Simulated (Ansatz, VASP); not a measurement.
# One calculation of Hg, two programs

```xyz
4
Lattice="3.1466 0.0000 0.0000 -1.5733 2.7250 0.0000 0.0000 0.0000 10.5142" Properties=species:S:1:pos:R:3 pbc="T T T"
Hg   -1.5733    2.7250   10.5142
Hg   -1.5733    2.7250    5.2571
Hg    0.0000    1.8167    2.6286
Hg    1.5733    0.9083    7.8857
```

Alike in both runs: task single point; functional PBEsol; k mesh 13 × 13 × 4; occupations fermi-dirac, width 0.1 eV; no spin polarisation.

```csv
,VASP,Ansatz
version,VASP 6.6.1,Ansatz 0.2.0
potentials or method,"VASP PAW PBE potentials, release 64 (Hg), cutoff 520 eV","plane waves (420 eV) with PAW, scalar-relativistic"
valence electrons in the cell,48,80
```

VASP gave:

| Quantity | Value |
| --- | --- |
| pressure (GPa) | 2.2 |
| traceless stress, the component that is largest in VASP (GPa) | -0.40 |

Which values does Ansatz return?

Pressure (GPa): 1.8; traceless stress, the component that is largest in VASP (GPa): -0.37.

VASP's potentials were made for PBE, not for PBEsol, and Ansatz warns of the same on its side. With one functional, cell and mesh, what is left measures potentials, basis and numerics. VASP's potentials hold 48 valence electrons a cell and Ansatz's 80, so a difference there can come from the potentials and not from the codes.

Spin-orbit coupling is off throughout.
